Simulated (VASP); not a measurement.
# C (Fmmm) in VASP: notebook, part 2 of 2

VASP 6.6.1. The steps go on from the part before.

## (4) Single point, r2SCAN

This run uses another cell than the first one, of the same volume but with other edges.

Contents of POSCAR:

```
C
1.0
    0.0000000000      2.1558938112      3.4661385644
    1.2447441332      0.0000000000      3.4661385644
    1.2447441332      2.1558938112      0.0000000000
C
2
Direct
    0.1667039277      0.8332960723      0.1667039277
    0.8332960723      0.1667039277      0.8332960723
```

Contents of INCAR.step1:

```
SYSTEM = C
ALGO = Normal
EDIFF = 1E-4
ENCUT = 520
GGA = PE
ISMEAR = 0
LASPH = .TRUE.
LCHARG = .FALSE.
LREAL = .FALSE.
LWAVE = .TRUE.
NBANDS = 11
NELM = 80
PREC = Accurate
SIGMA = 0.05
```

Contents of INCAR.step2:

```
SYSTEM = C
ALGO = Normal
EDIFF = 1E-7
ENCUT = 520
ISIF = 2
ISMEAR = 0
ISTART = 1
LASPH = .TRUE.
LCHARG = .FALSE.
LMIXTAU = .TRUE.
LREAL = .FALSE.
LWAVE = .FALSE.
METAGGA = R2SCAN
NBANDS = 11
NELM = 80
PREC = Accurate
SIGMA = 0.05
```

Contents of KPOINTS:

```
k-points
0
G
  14 14 14
  0 0 0
```

Potentials or basis: VASP PAW PBE potentials, release 64 (C).

Launch:

```sh
$ cat potpaw_PBE.64/C/POTCAR > POTCAR
$ cp INCAR.step1 INCAR
$ mpirun -np 1 vasp_std > vasp.out
$ cp INCAR.step2 INCAR
$ mpirun -np 1 vasp_std > vasp.out
```

OUTCAR:

```text
SYSTEM = C
   EDIFF = 1E-7
   ENCUT = 520
   ISIF = 2
   ISMEAR = 0
   ISTART = 1
   LASPH = .TRUE.
   LREAL = .FALSE.
   METAGGA = R2SCAN
   NELM = 80
   PREC = Accurate

 ion  position               nearest neighbor table
   1  0.167  0.833  0.167-   2 1.44   2 1.44   2 1.44
   2  0.833  0.167  0.833-   1 1.44   1 1.44   1 1.44

  LATTYP: Found a face centered orthorhombic cell.
 ALAT       =     2.4894882664
 B/A-ratio  =     1.7319975678
 C/A-ratio  =     2.7846193221

  Lattice vectors:

 A1 = (   0.0000000000,   2.1558938112,   3.4661385644)
 A2 = (   1.2447441332,   0.0000000000,   3.4661385644)
 A3 = (   1.2447441332,   2.1558938112,   0.0000000000)

Analysis of symmetry for initial positions (statically):
=====================================================================
 Subroutine PRICEL returns:
 Original cell was already a primitive cell.

 Routine SETGRP: Setting up the symmetry group for a
 face centered orthorhombic supercell.

 Subroutine GETGRP returns: Found  8 space group operations
 (whereof  8 operations were pure point group operations)
[... 174 lines left out ...]
      2      -2.7443      2.00000
      3       0.9537      2.00000
      4       0.9648      2.00000
      5       8.4825      0.00000
      6      12.6228      0.00000
      7      12.6926      0.00000
      8      16.1079      0.00000
      9      16.5359      0.00000
     10      27.6166      0.00000
     11      29.8161      0.00000
[... 309 lines left out ...]
 k-point    24 :       0.2857    0.1429    0.0000
  band No.  band energies     occupation
      1     -15.8553      2.00000
      2      -2.9116      2.00000
      3      -0.9076      2.00000
      4       0.0475      2.00000
      5      10.9594      0.00000
      6      12.7148      0.00000
      7      14.4483      0.00000
      8      14.6420      0.00000
      9      17.5901      0.00000
     10      26.3074      0.00000
     11      28.7685      0.00000

 [... further k-points ...]

------------------------ aborting loop because EDIFF is reached ----------------------------------------

  FORCE on cell =-STRESS in cart. coord.  units (eV):
  Direction    XX          YY          ZZ          XY          YZ          ZX
  --------------------------------------------------------------------------------------
  -------------------------------------------------------------------------------------
  Total       -1.7516602     -1.7507996      0.0815099     -0.0000000      0.0000000      0.0000000
  in kB     -150.8610325   -150.7869130      7.0200068     -0.0000000      0.0000000      0.0000000
  external PRESSURE =     -98.2093129 kB  Pullay stress =       0.0000000 kB

 VOLUME and BASIS-vectors are now :
 -----------------------------------------------------------------------------
  energy-cutoff  :      520.00
  volume of cell :       18.60
      direct lattice vectors                 reciprocal lattice vectors
     0.000000000  2.155893811  3.466138564    -0.401688979  0.231922369  0.144252744
     1.244744133  0.000000000  3.466138564     0.401688979 -0.231922369  0.144252744
     1.244744133  2.155893811  0.000000000     0.401688979  0.231922369 -0.144252744

 POSITION                                       TOTAL-FORCE (eV/Angst)
 -----------------------------------------------------------------------------------
      1.24474      0.71879      3.46614         0.000000      0.007460      0.000000
      1.24474      3.59300      3.46614         0.000000     -0.007460      0.000000
 -----------------------------------------------------------------------------------
    total drift:                                0.000000      0.000000      0.000000

  FREE ENERGIE OF THE ION-ELECTRON SYSTEM (eV)
  ---------------------------------------------------
  free  energy   TOTEN  =       -19.8518450109 eV

  energy  without entropy=      -19.8518450109  energy(sigma->0) =      -19.85184501
```

OSZICAR.step1:

```text
N       E                     dE             d eps       ncg     rms          rms(c)
DAV:   1     0.812750666863E+00    0.81275E+00   -0.40679E+03  9544   0.647E+02
DAV:   2    -0.190294859176E+02   -0.19842E+02   -0.18977E+02 12567   0.118E+02
DAV:   3    -0.195076503828E+02   -0.47816E+00   -0.47728E+00 11816   0.148E+01
DAV:   4    -0.195095972144E+02   -0.19468E-02   -0.19467E-02 10950   0.115E+00
DAV:   5    -0.195096050347E+02   -0.78203E-05   -0.78202E-05 11960   0.676E-02    0.608E+00
DAV:   6    -0.186828792652E+02    0.82673E+00   -0.70182E-01 10810   0.480E+00    0.355E+00
DAV:   7    -0.184177574598E+02    0.26512E+00   -0.80924E-01 11122   0.519E+00    0.974E-01
DAV:   8    -0.184212697801E+02   -0.35123E-02   -0.18454E-02 10399   0.854E-01    0.109E-01
DAV:   9    -0.184210870063E+02    0.18277E-03   -0.51828E-04 11507   0.143E-01    0.516E-02
DAV:  10    -0.184211689647E+02   -0.81958E-04   -0.14352E-04 10528   0.814E-02
   1 F= -.18421169E+02 E0= -.18421169E+02  d E =-.399559E-11
```

Run time: 7.3 min. Hardware: 1 thread of Intel Xeon Platinum 8259CL at 2.50GHz (Skylake/Cascade Lake), shared host; peak memory 0.19 GiB.

Results:

| Property | Result |
| --- | --- |
| Free energy | -19.8518 eV |
| Pressure | -9.8 GPa |
| Largest force | 0.007 eV/Å |

Forces in eV/Å, atoms in the order of the input:
```
C    0.000  0.007  0.000
C    0.000 -0.007  0.000
```

Caveat: the cell stands under tension; the PAW data sets were made with another functional, which shifts forces and pressure a little.

## (5) Single point, r2SCAN

This run uses another cell than the first one, of the same volume but with other edges.

Contents of POSCAR:

```
C
1.0
    0.0000000000      2.0924480150      3.6795210998
    1.2081125597      0.0000000000      3.6795210998
    1.2081125597      2.0924480150      0.0000000000
C
2
Direct
    0.1667039277      0.8332960723      0.1667039277
    0.8332960723      0.1667039277      0.8332960723
```

Contents of INCAR.step1:

```
PREC = Accurate
ENCUT = 520
ISMEAR = 0
SIGMA = 0.05
LREAL = F
LASPH = T
NELM = 60
NBANDS = 11
GGA = PE
ALGO = Normal
EDIFF = 1E-4
LWAVE = T
LCHARG = F
```

Contents of INCAR.step2:

```
PREC = Accurate
ENCUT = 520
EDIFF = 1E-7
ISMEAR = 0
SIGMA = 0.05
LREAL = F
LASPH = T
NELM = 60
ALGO = Normal
ISIF = 2
LWAVE = F
LCHARG = F
METAGGA = R2SCAN
LMIXTAU = T
NBANDS = 11
ISTART = 1
```

Contents of KPOINTS:

```
Automatic mesh
0
Gamma
  14 14 14
```

Launch:

```sh
$ cat potpaw_PBE.64/C/POTCAR > POTCAR
$ cp INCAR.step1 INCAR
$ mpirun -np 1 vasp_std > vasp.out
$ cp INCAR.step2 INCAR
$ mpirun -np 1 vasp_std > vasp.out
```

It took 5.2 min on 1 thread of Intel Xeon Platinum 8259CL at 2.50GHz (Skylake/Cascade Lake), shared host; peak memory 0.2 GiB.

Results (log left out):

* Free energy: -19.8312 eV
* Pressure: 14.2 GPa
* Largest force: 0.008 eV/Å

Forces on the atoms (eV/Å):
```
C    0.000 -0.008  0.000
C    0.000  0.008  0.000
```

Stress tensor (GPa, compression positive):
```
21.59  0.00  0.00
 0.00 21.56  0.00
 0.00  0.00 -0.69
```

Caveat: the cell stands under pressure; the PAW data sets were made with another functional, which shifts forces and pressure a little.

## (6) Summary

| cell | pressure (GPa) | largest force (eV/Å) |
| --- | --- | --- |
| a = 4.017, b = 3.598, c = 2.525 Å, angles 79.9, 61.9, 38.2°, 2 atoms | -19.9 | 0.02 |
| a = 4.319, b = 3.977, c = 2.379 Å, angles 81.4, 65.6, 33.0°, 2 atoms | 28.0 | 0.01 |
| a = 4.082, b = 3.683, c = 2.489 Å, angles 80.3, 62.8, 36.9°, 2 atoms | -9.8 | 0.01 |
| a = 4.233, b = 3.873, c = 2.416 Å, angles 81.0, 64.7, 34.3°, 2 atoms | 14.2 | 0.01 |

Alike in all rows: task single point; level r2SCAN; potentials or basis VASP PAW PBE potentials, release 64 (C); no spin polarisation; k mesh 14 × 14 × 14; cutoff (eV) 520; smearing gaussian 0.05 eV.

Caveats: the PAW data sets were made with another functional, which shifts forces and pressure a little; the cell stands under tension (at least some runs); the cell stands under pressure (at least some runs).

Total energies depend on the potentials used, so only differences within one code and one set of settings carry meaning.
